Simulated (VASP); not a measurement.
# CoSnH4 (F-43m) in VASP: further runs

The runs below take CoSnH4 through single point, relaxation of cell and atoms, with PBE.

All numbers are computed with VASP 6.6.1; they aren't measurements. Logs are shortened: lines on timing, memory, paths and dates and some standing lists are left out, and cuts for length are marked.

### 1 The cell of the first run

Symmetry: F-43m, No. 216, cubic system. Conventional cell: a = 5.822 Å, b = 5.822 Å, c = 5.822 Å, α = 90.00°, β = 90.00°, γ = 90.00°. Within 3.1 Å of Co (site symmetry -43m) lie 12 H at 2.38 Å and 4 Sn at 2.52 Å. Within 3.3 Å of Sn (site symmetry -43m) lie 12 H at 2.51 Å and 4 Co at 2.52 Å. Within 1.9 Å of H (site symmetry 3m) lie 3 H at 1.41 Å.

### 2 Single point, PBE, collinear spin, ferromagnetic start

INCAR reads:

```
SYSTEM = CoSnH4
PREC = Accurate
ENCUT = 520
EDIFF = 1E-7
ISMEAR = 0
SIGMA = 0.1
LREAL = .FALSE.
LASPH = .TRUE.
NELM = 150
ALGO = Normal
ISIF = 2
LWAVE = .FALSE.
LCHARG = .TRUE.
ISPIN = 2
MAGMOM = 0.37 0 0 0 0 0
LORBIT = 11
LMAXMIX = 4
GGA = PE
LELF = .TRUE.
LVHAR = .TRUE.
NBANDS = 26
```

KPOINTS reads:

```
Automatic mesh
0
G
  6 6 6
  0 0 0
```

POSCAR reads:

```
CoSnH4
1.0
    0.0000000000      2.9108361003      2.9108361003
    2.9108361003      0.0000000000      2.9108361003
    2.9108361003      2.9108361003      0.0000000000
Co Sn H
1 1 4
Direct
    0.0000000000      0.0000000000      0.0000000000
    0.7500000000      0.7500000000      0.7500000000
    0.3355869041      0.9932392878      0.3355869041
    0.3355869041      0.3355869041      0.9932392878
    0.3355869041      0.3355869041      0.3355869041
    0.9932392878      0.3355869041      0.3355869041
```

Potentials or basis: VASP PAW PBE potentials, release 64 (Co, Sn_d, H).

Run with:

```console
cat potpaw_PBE.64/Co/POTCAR potpaw_PBE.64/Sn_d/POTCAR potpaw_PBE.64/H/POTCAR > POTCAR
mpirun -np 1 vasp_std > vasp.out
```

OUTCAR:

```text
SYSTEM = CoSnH4
   PREC = Accurate
   ENCUT = 520
   EDIFF = 1E-7
   ISMEAR = 0
   LREAL = .FALSE.
   LASPH = .TRUE.
   NELM = 150
   ISIF = 2
   ISPIN = 2
   LORBIT = 11
   GGA = PE

 ion  position               nearest neighbor table
   1  0.000  0.000  0.000-   2 2.52   2 2.52   2 2.52   2 2.52
   2  0.750  0.750  0.750-   1 2.52   1 2.52   1 2.52   1 2.52
   3  0.336  0.993  0.336-
   4  0.336  0.336  0.993-
   5  0.336  0.336  0.336-
   6  0.993  0.336  0.336-

  LATTYP: Found a face centered cubic cell.
 ALAT       =     5.8216722006

  Lattice vectors:

 A1 = (   0.0000000000,   2.9108361003,   2.9108361003)
 A2 = (   2.9108361003,   0.0000000000,   2.9108361003)
 A3 = (   2.9108361003,   2.9108361003,   0.0000000000)

Analysis of symmetry for initial positions (statically):
=====================================================================
 Subroutine PRICEL returns:
 Original cell was already a primitive cell.

 Routine SETGRP: Setting up the symmetry group for a
 face centered cubic supercell.

 Subroutine GETGRP returns: Found 24 space group operations
 (whereof 24 operations were pure point group operations)
 out of a pool of 48 trial point group operations.

The static configuration has the point symmetry T_d .

Analysis of symmetry for dynamics (positions and initial velocities):
=====================================================================
 Subroutine PRICEL returns:
 Original cell was already a primitive cell.

 Routine SETGRP: Setting up the symmetry group for a
 face centered cubic supercell.

 Subroutine GETGRP returns: Found 24 space group operations
 (whereof 24 operations were pure point group operations)
 out of a pool of 48 trial point group operations.

The dynamic configuration has the point symmetry T_d .

Analysis of structural, dynamic, and magnetic symmetry:
=====================================================================
 Subroutine PRICEL returns:
 Original cell was already a primitive cell.

 Routine SETGRP: Setting up the symmetry group for a
 face centered cubic supercell.

 Subroutine GETGRP returns: Found 24 space group operations
 (whereof 24 operations were pure point group operations)
 out of a pool of 48 trial point group operations.

The overall configuration has the point symmetry T_d .

 Subroutine INISYM returns: Found 24 space group operations
 (whereof 24 operations are pure point group operations),
 and found     1 'primitive' translations

----------------------------------------------------------------------------------------

                                     Primitive cell

  volume of cell :      49.3268

  direct lattice vectors                    reciprocal lattice vectors
     0.000000000  2.910836100  2.910836100    -0.171771952  0.171771952  0.171771952
     2.910836100  0.000000000  2.910836100     0.171771952 -0.171771952  0.171771952
     2.910836100  2.910836100  0.000000000     0.171771952  0.171771952 -0.171771952

  length of vectors
     4.116543891  4.116543891  4.116543891     0.297517749  0.297517749  0.297517749

  position of ions in fractional coordinates (direct lattice)
     0.000000000  0.000000000  0.000000000
     0.750000000  0.750000000  0.750000000
     0.335586904  0.993239288  0.335586904
     0.335586904  0.335586904  0.993239288
     0.335586904  0.335586904  0.335586904
     0.993239288  0.335586904  0.335586904

  ion indices of the primitive-cell ions
   primitive index   ion index
                 1           1
                 2           2
                 3           3
                 4           4
                 5           5
                 6           6

----------------------------------------------------------------------------------------

 KPOINTS: Automatic mesh

Automatic generation of k-mesh.
 Grid dimensions read from file:
 generate k-points for:    6    6    6

 Generating k-lattice:

  Cartesian coordinates                     Fractional coordinates (reciprocal lattice)
    -0.028628659  0.028628659  0.028628659     0.166666667  0.000000000  0.000000000
     0.028628659 -0.028628659  0.028628659     0.000000000  0.166666667  0.000000000
     0.028628659  0.028628659 -0.028628659     0.000000000  0.000000000  0.166666667

  Length of vectors
     0.049586291  0.049586291  0.049586291

  Shift w.r.t. Gamma in fractional coordinates (k-lattice)
     0.000000000  0.000000000  0.000000000

 Subroutine IBZKPT returns following result:
 ===========================================

 Found     16 irreducible k-points:

 Following reciprocal coordinates:
            Coordinates               Weight
  0.000000  0.000000  0.000000      1.000000
  0.166667  0.000000  0.000000      8.000000
  0.333333  0.000000  0.000000      8.000000
  0.500000  0.000000  0.000000      4.000000
  0.166667  0.166667  0.000000      6.000000
  0.333333  0.166667  0.000000     24.000000
[... 8 lines left out ...]
 -0.333333  0.333333  0.166667     24.000000
 -0.333333  0.500000  0.166667     12.000000
   k-points           NKPTS =     16   k-points in BZ     NKDIM =     16   number of bands    NBANDS=     26
   number of dos      NEDOS =    301   number of ions     NIONS =      6
   total plane-waves  NPLWV =  32768
   dimension x,y,z NGX =    32 NGY =   32 NGZ =   32
   dimension x,y,z NGXF=    64 NGYF=   64 NGZF=   64
   ions per type =               1   1   4
   NGX,Y,Z   is equivalent  to a cutoff of  12.92, 12.92, 12.92 a.u.
   NGXF,Y,Z  is equivalent  to a cutoff of  25.85, 25.85, 25.85 a.u.
 SYSTEM =  CoSnH4
   PREC   = accura    normal or accurate (medium, high low for compatibility)
   ISTART =      0    job   : 0-new  1-cont  2-samecut
   ICHARG =      2    charge: 1-file 2-atom 10-const
   ISPIN  =      2    spin polarized calculation?
   LNONCOLLINEAR =      F non collinear calculations
   LSORBIT =      F    spin-orbit coupling
   LASPH  =      T    aspherical Exc in radial PAW
   ENCUT  =  520.0 eV  38.22 Ry    6.18 a.u.   7.65  7.65  7.65*2*pi/ulx,y,z
   NELM   =    150;   NELMIN=  2; NELMDL= -5     # of ELM steps
   EDIFF  = 0.1E-06   stopping-criterion for ELM
   LREAL  =      F    real-space projection
   EDIFFG = 0.1E-05   stopping-criterion for IOM
   NSW    =      0    number of steps for IOM
   IBRION =     -1    ionic relax: 0-MD 1-quasi-New 2-CG
   NFREE  =      0    steps in history (QN), initial steepest desc. (CG)
   ISIF   =      2    stress and relaxation
   ISYM   =      2    0-nonsym 1-usesym 2-fastsym
   POTIM  = 0.5000    time-step for ionic-motion
   TEBEG  =    0.0;   TEEND  =   0.0 temperature during run
   PSTRESS=    0.0 pullay stress
   NELECT =      27.0000    total number of electrons
   NUPDOWN=      -1.0000    fix difference up-down
   EMIN   =  10.00;   EMAX   =-10.00  energy-range for DOS
   EFERMI =   0.00;   METHOD = LEGACY
   ISMEAR =     0;   SIGMA  =   0.10  broadening in eV -4-tet -1-fermi 0-gaus
   EFERMI_NEDOS =   21; number of points for ismear=-14 and -15
   IALGO  =     38    algorithm
   IMIX   =      4    mixing-type and parameters
     AMIX     =   0.40;   BMIX     =  1.00
     AMIX_MAG =   1.60;   BMIX_MAG =  1.00
  volume/ion in A,a.u.               =       8.22        55.48
  Fermi-wavevector in a.u.,A,eV,Ry     =   1.339168  2.530660 24.400286  1.793370
  Thomas-Fermi vector in A             =   2.467581
   LORBIT       =     11    0 simple, 1 ext, 2 COOP (PROOUT), +10 PAW based schemes
   GGA     = PE    functional components
   LHFCALC =     F    Hartree Fock is set to
   AEXX    =    0.0000 exact exchange contribution
   IVDW    =     0    specifies the selected vdW correction
   LEPSILON=     F    determine dielectric tensor
   LRPA    =     F    only Hartree local field effects (RPA)
 spin polarized calculation
 Gauss-broadening in eV      SIGMA  =   0.10
  energy-cutoff  :      520.00
  volume of cell :       49.33
 maximum number of plane-waves:      1363
 NGX is ok and might be reduce to    32
   NGX = 15   NGY = 15   NGZ = 15

 number of electron      26.9999991 magnetization       0.0004477

 Free energy of the ion-electron system (eV)
  ---------------------------------------------------
  ext. energy  EPLUGINS =         0.00000000
  ---------------------------------------------------
  free energy    TOTEN  =       -18.76156180 eV

  energy without entropy =      -18.75023622  energy(sigma->0) =      -18.75589901

 E-fermi :   7.1554     XC(G=0): -11.2401

 val. band max:        7.1119274979   @ k =   0.5000   0.3333   0.1667
 cond. band min:       7.2417017721   @ k =   0.3333   0.1667   0.0000
 fundamental gap:      0.1297742741
 Fermi energy:         7.1553656114

 spin component 1

 k-point     1 :       0.0000    0.0000    0.0000
  band No.  band energies     occupation
      1     -14.0608      1.00000
      2     -14.0608      1.00000
      3     -14.0608      1.00000
      4     -14.0222      1.00000
      5     -14.0222      1.00000
      6      -5.4187      1.00000
[... 437 lines left out ...]
     24      21.9107      0.00000
     25      22.6925      0.00000
 Fermi energy:         7.1553656114

 spin component 2

 k-point     1 :       0.0000    0.0000    0.0000
  band No.  band energies     occupation
      1     -14.0608      1.00000
      2     -14.0608      1.00000
      3     -14.0608      1.00000
      4     -14.0222      1.00000
      5     -14.0222      1.00000
      6      -5.4187      1.00000
[... 437 lines left out ...]
     24      21.9107      0.00000
     25      22.6925      0.00000
 [bands above 25 left out]

------------------------ aborting loop because EDIFF is reached ----------------------------------------

  FORCE on cell =-STRESS in cart. coord.  units (eV):
  Direction    XX          YY          ZZ          XY          YZ          ZX
  --------------------------------------------------------------------------------------
  -------------------------------------------------------------------------------------
  Total       -0.0924307     -0.0924307     -0.0924307      0.0000000      0.0000000     -0.0000000
  in kB       -3.0022273     -3.0022273     -3.0022273      0.0000000      0.0000000     -0.0000000
  external PRESSURE =      -3.0022273 kB  Pullay stress =       0.0000000 kB

 VOLUME and BASIS-vectors are now :
 -----------------------------------------------------------------------------
  energy-cutoff  :      520.00
  volume of cell :       49.33
      direct lattice vectors                 reciprocal lattice vectors
     0.000000000  2.910836100  2.910836100    -0.171771952  0.171771952  0.171771952
     2.910836100  0.000000000  2.910836100     0.171771952 -0.171771952  0.171771952
     2.910836100  2.910836100  0.000000000     0.171771952  0.171771952 -0.171771952

 POSITION                                       TOTAL-FORCE (eV/Angst)
 -----------------------------------------------------------------------------------
      0.00000      0.00000      0.00000        -0.000000     -0.000000     -0.000000
      4.36625      4.36625      4.36625        -0.000000     -0.000000     -0.000000
      3.86800      1.95368      3.86800        -0.018616      0.018616     -0.018616
      3.86800      3.86800      1.95368        -0.018616     -0.018616      0.018616
      1.95368      1.95368      1.95368         0.018616      0.018616      0.018616
      1.95368      3.86800      3.86800         0.018616     -0.018616     -0.018616
 -----------------------------------------------------------------------------------
    total drift:                               -0.000001     -0.000001     -0.000001

  FREE ENERGIE OF THE ION-ELECTRON SYSTEM (eV)
  ---------------------------------------------------
  free  energy   TOTEN  =       -18.7615618029 eV

  energy  without entropy=      -18.7502362153  energy(sigma->0) =      -18.75589901

 total charge

# of ion       s       p       d       tot
------------------------------------------
    1        0.428   0.333   7.485   8.247
    2        1.148   1.156  10.069  12.372
    3        0.403   0.023   0.000   0.426
    4        0.403   0.023   0.000   0.426
    5        0.403   0.023   0.000   0.426
    6        0.403   0.023   0.000   0.426
--------------------------------------------------
tot          3.188   1.583  17.553  22.325

 magnetization (x)

# of ion       s       p       d       tot
------------------------------------------
    1        0.000   0.000   0.000   0.000
    2       -0.000  -0.000   0.000  -0.000
    3       -0.000   0.000   0.000  -0.000
    4       -0.000   0.000   0.000  -0.000
    5       -0.000   0.000   0.000  -0.000
    6       -0.000   0.000   0.000  -0.000
--------------------------------------------------
tot         -0.000  -0.000   0.000   0.000
```

Wall time 69 s (1 thread of Oxide Virtual Turin-like, shared host); peak memory 0.18 GiB.

Results:

```
Free energy                                           : -18.7616 eV
Pressure                                              : -0.3 GPa
Largest force                                         : 0.032 eV/Å
Net moment                                            : 0.00 μB per cell
Valence electrons inside the program's atomic spheres : Co 8.25; Sn 12.37; H 0.43
```

Forces in eV/Å, atoms in the order of the input:
```
Co   0.000  0.000  0.000
Sn   0.000  0.000  0.000
H   -0.019  0.019 -0.019
H   -0.019 -0.019  0.019
H    0.019  0.019  0.019
H    0.019 -0.019 -0.019
```

Levels at points of the mesh, in eV from the Fermi level:
Spin up:
```tsv
k point	band 9	band 10	band 11	band 12	band 13	band 14	band 15	band 16	band 17	band 18
(0.00, 0.00, 0.00)	-2.78	-2.78	-1.03	-1.03	1.41	1.41	1.41	4.74	4.74	4.74
(0.50, 0.00, 0.00)	-2.50	-1.29	-0.99	-0.99	-0.28	0.45	0.45	2.49	2.49	2.56
(0.50, 0.50, 0.00)	-3.08	-3.08	-1.07	-1.07	-0.91	-0.90	0.43	2.12	6.31	6.31
```
Spin down:
| k point | band 10 | band 11 | band 12 | band 13 | band 14 | band 15 | band 16 | band 17 |
| --- | --- | --- | --- | --- | --- | --- | --- | --- |
| (0.00, 0.00, 0.00) | -2.78 | -1.03 | -1.03 | 1.41 | 1.41 | 1.41 | 4.74 | 4.74 |
| (0.50, 0.00, 0.00) | -1.29 | -0.99 | -0.99 | -0.28 | 0.45 | 0.45 | 2.49 | 2.49 |
| (0.50, 0.50, 0.00) | -3.08 | -1.07 | -1.07 | -0.91 | -0.90 | 0.43 | 2.12 | 6.31 |

Caveat: spin-orbit coupling is left out, which moves the levels of the heavy elements.

(Part 1 of 2 ends here.)
